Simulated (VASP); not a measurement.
# ScAl4As (F-43m) in VASP: a series of runs, part 2 of 2

VASP 6.6.1. Earlier steps stand in the parts before.

## 3. Single point, PBE, collinear spin

The input, INCAR:

```
SYSTEM = ScAl4As
PREC     = Accurate       ! precision mode
ENCUT    = 520            ! plane-wave cutoff, eV
EDIFF    = 1E-7           ! SCF threshold, eV
ISMEAR   = 0              ! smearing method
SIGMA    = 0.1            ! smearing width, eV
LREAL    = .False.        ! projectors in reciprocal space
LASPH    = .True.         ! aspherical terms in the spheres
NELM     = 150            ! most SCF steps
ALGO     = Normal         ! electronic algorithm
ISIF     = 2              ! what is computed and relaxed
LWAVE    = .False.        ! write WAVECAR
LCHARG   = .False.        ! write CHGCAR
ISPIN    = 2              ! spin polarisation
MAGMOM   = 1 0 0 0 0 0    ! initial moments
LORBIT   = 11             ! projections on sites
LMAXMIX  = 4              ! l up to which the mixer works
GGA      = PE             ! functional
NBANDS   = 27             ! bands
```

The input, KPOINTS:

```
regular mesh
0
Gamma
  4 4 4
  0 0 0
```

The input, POSCAR:

```
ScAl4As
1.0
    0.0000000000      3.8506696600      3.8506696600
    3.8506696600      0.0000000000      3.8506696600
    3.8506696600      3.8506696600      0.0000000000
Sc Al As
1 4 1
Direct
    0.2500000000      0.2500000000      0.2500000000
    0.6242243300      0.1273270000      0.6242243300
    0.6242243300      0.6242243300      0.1273270000
    0.6242243300      0.6242243300      0.6242243300
    0.1273270000      0.6242243300      0.6242243300
    0.0000000000      0.0000000000      0.0000000000
```

Potentials or basis: VASP PAW PBE potentials, release 64 (Sc_sv, Al, As).

Run with:

```bash
cat potpaw_PBE.64/Sc_sv/POTCAR potpaw_PBE.64/Al/POTCAR potpaw_PBE.64/As/POTCAR > POTCAR
mpirun -np 1 vasp_std > vasp.out
```

OUTCAR:

```text
SYSTEM = ScAl4As
   PREC = Accurate
   ENCUT = 520
   EDIFF = 1E-7
   ISMEAR = 0
   LREAL = .False.
   LASPH = .True.
   NELM = 150
   ISIF = 2
   ISPIN = 2
   LORBIT = 11
   GGA = PE

 ion  position               nearest neighbor table
   1  0.250  0.250  0.250-   2 3.19   3 3.19   5 3.19   4 3.19   4 3.19   4 3.19   3 3.19   2 3.19
                             5 3.19   2 3.19   3 3.19   5 3.19
   2  0.624  0.127  0.624-   3 2.71   4 2.71   5 2.71   5 2.74   3 2.74   4 2.74   1 3.19   1 3.19
                             1 3.19
   3  0.624  0.624  0.127-   2 2.71   4 2.71   5 2.71   2 2.74   5 2.74   4 2.74   1 3.19   1 3.19
                             1 3.19
   4  0.624  0.624  0.624-   2 2.71   3 2.71   5 2.71   5 2.74   2 2.74   3 2.74   1 3.19   1 3.19
                             1 3.19
   5  0.127  0.624  0.624-   2 2.71   3 2.71   4 2.71   2 2.74   3 2.74   4 2.74   1 3.19   1 3.19
                             1 3.19
   6  0.000  0.000  0.000-

  LATTYP: Found a face centered cubic cell.
 ALAT       =     7.7013393200

  Lattice vectors:

 A1 = (   0.0000000000,   3.8506696600,   3.8506696600)
[... 666 lines left out ...]
  Total       -2.4405045     -2.4405045     -2.4405045     -0.0000000     -0.0000000      0.0000000
  in kB      -34.2413917    -34.2413917    -34.2413917     -0.0000000     -0.0000000      0.0000000
  external PRESSURE =     -34.2413917 kB  Pullay stress =       0.0000000 kB

 VOLUME and BASIS-vectors are now :
 -----------------------------------------------------------------------------
  energy-cutoff  :      520.00
  volume of cell :      114.19
      direct lattice vectors                 reciprocal lattice vectors
     0.000000000  3.850669660  3.850669660    -0.129847544  0.129847544  0.129847544
     3.850669660  0.000000000  3.850669660     0.129847544 -0.129847544  0.129847544
     3.850669660  3.850669660  0.000000000     0.129847544  0.129847544 -0.129847544

 POSITION                                       TOTAL-FORCE (eV/Angst)
 -----------------------------------------------------------------------------------
      1.92533      1.92533      1.92533        -0.000000     -0.000000     -0.000000
      2.89398      4.80736      2.89398         0.009375     -0.009375      0.009375
      2.89398      2.89398      4.80736         0.009375      0.009375     -0.009375
      4.80736      4.80736      4.80736        -0.009375     -0.009375     -0.009375
      4.80736      2.89398      2.89398        -0.009375      0.009375      0.009375
      0.00000      0.00000      0.00000        -0.000000     -0.000000     -0.000000
 -----------------------------------------------------------------------------------
    total drift:                               -0.000003     -0.000003     -0.000002

  FREE ENERGIE OF THE ION-ELECTRON SYSTEM (eV)
  ---------------------------------------------------
  free  energy   TOTEN  =       -26.5341662574 eV

  energy  without entropy=      -26.5043942910  energy(sigma->0) =      -26.51928027

 total charge

# of ion       s       p       d       tot
------------------------------------------
    1        2.165   6.097   1.024   9.286
    2        0.438   0.345   0.000   0.783
    3        0.438   0.345   0.000   0.783
    4        0.438   0.345   0.000   0.783
    5        0.438   0.345   0.000   0.783
    6        1.315   1.233   0.040   2.588
--------------------------------------------------
tot          5.233   8.711   1.064  15.008

 magnetization (x)

# of ion       s       p       d       tot
------------------------------------------
    1        0.004   0.012   0.240   0.255
    2        0.002   0.010   0.000   0.012
    3        0.002   0.010   0.000   0.012
    4        0.002   0.010   0.000   0.012
    5        0.002   0.010   0.000   0.012
    6        0.000   0.064   0.001   0.065
--------------------------------------------------
tot          0.011   0.115   0.241   0.367
```

OSZICAR:

```text
N       E                     dE             d eps       ncg     rms          rms(c)
DAV:   1     0.173828715019E+03    0.17383E+03   -0.11338E+04   872   0.886E+02
DAV:   2    -0.182661837918E+02   -0.19209E+03   -0.18403E+03   872   0.262E+02
DAV:   3    -0.279874321082E+02   -0.97212E+01   -0.92380E+01  1253   0.579E+01
DAV:   4    -0.283476278579E+02   -0.36020E+00   -0.35653E+00  1248   0.109E+01
DAV:   5    -0.283605896977E+02   -0.12962E-01   -0.12957E-01  1258   0.210E+00    0.854E+00
DAV:   6    -0.265681506657E+02    0.17924E+01   -0.35780E+00  1253   0.169E+01    0.334E+00
DAV:   7    -0.265733689514E+02   -0.52183E-02   -0.64622E-01  1301   0.584E+00    0.179E+00
DAV:   8    -0.265455411708E+02    0.27828E-01   -0.90367E-02  1305   0.276E+00    0.849E-01
DAV:   9    -0.265345568319E+02    0.10984E-01   -0.31878E-02  1296   0.159E+00    0.337E-01
DAV:  10    -0.265339377922E+02    0.61904E-03   -0.36755E-03  1260   0.534E-01    0.159E-01
DAV:  11    -0.265340492219E+02   -0.11143E-03   -0.27432E-04  1044   0.915E-02    0.117E-01
DAV:  12    -0.265341444391E+02   -0.95217E-04   -0.14187E-04  1023   0.523E-02    0.339E-02
DAV:  13    -0.265341616984E+02   -0.17259E-04   -0.77196E-05  1306   0.651E-02    0.175E-02
DAV:  14    -0.265341647454E+02   -0.30470E-05   -0.14354E-05  1316   0.274E-02    0.674E-03
DAV:  15    -0.265341659174E+02   -0.11719E-05   -0.20352E-06  1196   0.714E-03    0.410E-03
DAV:  16    -0.265341662078E+02   -0.29040E-06   -0.15807E-06  1273   0.768E-03    0.145E-03
DAV:  17    -0.265341662574E+02   -0.49663E-07   -0.13232E-07   612   0.186E-03
   1 F= -.26534166E+02 E0= -.26519280E+02  d E =-.297720E-01  mag=     0.7792
```

It took 58 s on 1 thread of Intel Xeon Platinum 8488C (Sapphire Rapids), shared host; peak memory 0.33 GiB.

Results:

```yaml
Free_energy: -26.5342 eV
Pressure: -3.4 GPa
Largest_force: 0.016 eV/Å
Net_moment: 0.78 μB per cell
Site_moments: Sc +0.26; Al +0.01; As +0.07 μB
Valence_electrons_inside_the_program's_atomic_spheres: Sc 9.29; Al 0.78; As 2.59
```

Forces on the atoms (eV/Å):
```
Sc   0.000  0.000  0.000
Al   0.009 -0.009  0.009
Al   0.009  0.009 -0.009
Al  -0.009 -0.009 -0.009
Al  -0.009  0.009  0.009
As   0.000  0.000  0.000
```

Caveat: the cell stands under tension.

## 4. Single point, PBE, collinear spin

This run uses another cell than the first one, of 18.09 Å³/atom.

The input, INCAR:

```
  ALGO = Fast
  EDIFF = 1E-6
  ENCUT = 520
  GGA = PE
  ISIF = 2
  ISMEAR = 0
  ISPIN = 2
  LASPH = True
  LCHARG = True
  LELF = True
  LMAXMIX = 4
  LORBIT = 11
  LREAL = False
  LVHAR = True
  LWAVE = False
  MAGMOM = 0.3 0 0 0 0 0.11
  NBANDS = 27
  NELM = 150
  PREC = Accurate
  SIGMA = 0.1
```

The input, KPOINTS:

```
k-points
0
Gamma
  8 8 8
```

The input, POSCAR:

```
ScAl4As
1.0
    0.0000000000      3.7862290261      3.7862290261
    3.7862290261      0.0000000000      3.7862290261
    3.7862290261      3.7862290261      0.0000000000
Sc Al As
1 4 1
Direct
    0.2500000000      0.2500000000      0.2500000000
    0.6243847263      0.1268458211      0.6243847263
    0.6243847263      0.6243847263      0.1268458211
    0.6243847263      0.6243847263      0.6243847263
    0.1268458211      0.6243847263      0.6243847263
    0.0000000000      0.0000000000      0.0000000000
```

Run with:

```bash
cat potpaw_PBE.64/Sc_sv/POTCAR potpaw_PBE.64/Al/POTCAR potpaw_PBE.64/As/POTCAR > POTCAR
mpirun -np 1 vasp_std > vasp.out
```

It took 2.1 min on 1 thread of Intel Xeon Platinum 8488C (Sapphire Rapids), shared host; peak memory 0.36 GiB.

The run converged. Its results:

```
Free energy                                           : -26.5790 eV
Pressure                                              : 0.0 GPa
Band gap on the k mesh                                : zero (filled and empty bands overlap)
Net moment                                            : 0.01 μB per cell
Valence electrons inside the program's atomic spheres : Sc 9.34; Al 0.80; As 2.60
```

Forces on the atoms (eV/Å):
```
Sc   0.000  0.000  0.000
Al  -0.001  0.001 -0.001
Al  -0.001 -0.001  0.001
Al   0.001  0.001  0.001
Al   0.001 -0.001 -0.001
As   0.000  0.000  0.000
```

Levels at points of the mesh, in eV from the Fermi level:
Spin up:
| k point | band 11 | band 12 | band 13 | band 14 | band 15 | band 16 | band 17 | band 18 |
| --- | --- | --- | --- | --- | --- | --- | --- | --- |
| (0.00, 0.00, 0.00) | -2.01 | -2.01 | -2.01 | -1.07 | -1.07 | -0.07 | -0.07 | -0.07 |
| (0.50, 0.00, 0.00) | -2.81 | -2.81 | -0.14 | -0.14 | -0.07 | 1.78 | 2.28 | 2.28 |
| (0.50, 0.50, 0.00) | -0.24 | -0.09 | -0.09 | 0.28 | 0.78 | 1.70 | 1.91 | 2.21 |
Spin down:
```
           k point  band 11  band 12  band 13  band 14  band 15  band 16  band 17  band 18
(0.00, 0.00, 0.00)    -2.01    -2.01    -2.01    -1.07    -1.07    -0.07    -0.07    -0.07
(0.50, 0.00, 0.00)    -2.81    -2.81    -0.14    -0.14    -0.07     1.78     2.28     2.28
(0.50, 0.50, 0.00)    -0.24    -0.09    -0.09     0.28     0.78     1.71     1.91     2.21
```

## 5. Summary

| spin | cell | k mesh | gap on the mesh (eV) | pressure (GPa) | moment (μB) | largest force (eV/Å) |
| --- | --- | --- | --- | --- | --- | --- |
| off | a = 5.446 Å, angles 60.0°, 6 atoms | 4 × 4 × 4 | none | -3.4 | - | 0.03 |
| collinear | a = 5.446 Å, angles 60.0°, 6 atoms | 4 × 4 × 4 | none | -3.4 | 0.78 | 0.02 |
| collinear | a = 5.355 Å, angles 60.0°, 6 atoms | 8 × 8 × 8 | none | 0.0 | 0.01 | - |

Alike in all rows: task single point; level PBE; potentials or basis VASP PAW PBE potentials, release 64 (Sc_sv, Al, As); cutoff (eV) 520; smearing gaussian 0.1 eV.

Caveats: the cell stands under tension (at least some runs).

Total energies depend on the potentials used, so only differences within one code and one set of settings carry meaning.
